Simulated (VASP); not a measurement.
Input of a VASP 6.6.1 run:

Contents of INCAR:

```
PREC = Accurate
ENCUT = 520
EDIFF = 1E-7
ISMEAR = -1
SIGMA = 0.1
LREAL = F
LASPH = T
NELM = 60
ALGO = Normal
ISIF = 2
LWAVE = F
LCHARG = F
GGA = B5
ALDAX = 1.0
AGGAX = 1.0
AGGAC = 1.0
ALDAC = 0.0
NBANDS = 19
```

KPOINTS

```
Automatic mesh
0
Gamma
  12 12 17
```

File POSCAR:

```
Fe
1.0
    3.9061338469      0.0000000000      0.0000000000
   -1.9530669234      3.3828111420      0.0000000000
    0.0000000000      0.0000000000      2.4640600602
Fe
3
Direct
    1.0000000000      0.0000000000      0.0000000000
    0.3333333333      0.6666666667      0.5000000000
    0.6666666667      0.3333333333      0.5000000000
```

Potentials or basis: VASP PAW PBE potentials, release 64 (Fe).

The run is started by

```sh
$ cat potpaw_PBE.64/Fe/POTCAR > POTCAR
$ mpirun -np 1 vasp_std > vasp.out
```

Q: What does it give for the band gap on the k mesh?

A: Zero (bands 12 and 13 overlap by 1.36 eV).

Q: Predict the pressure.

A: 0.0 GPa.

Stress tensor (GPa, compression positive):
```
 0.02  0.00  0.00
 0.00  0.02  0.00
 0.00  0.00 -0.08
```

Caveat: the PAW data sets were made with another functional, which shifts forces and pressure a little; the run has no spin polarisation, though such a crystal can be magnetic. Spin polarisation is off, so any magnetic state and its effect on volume and gap are missing.
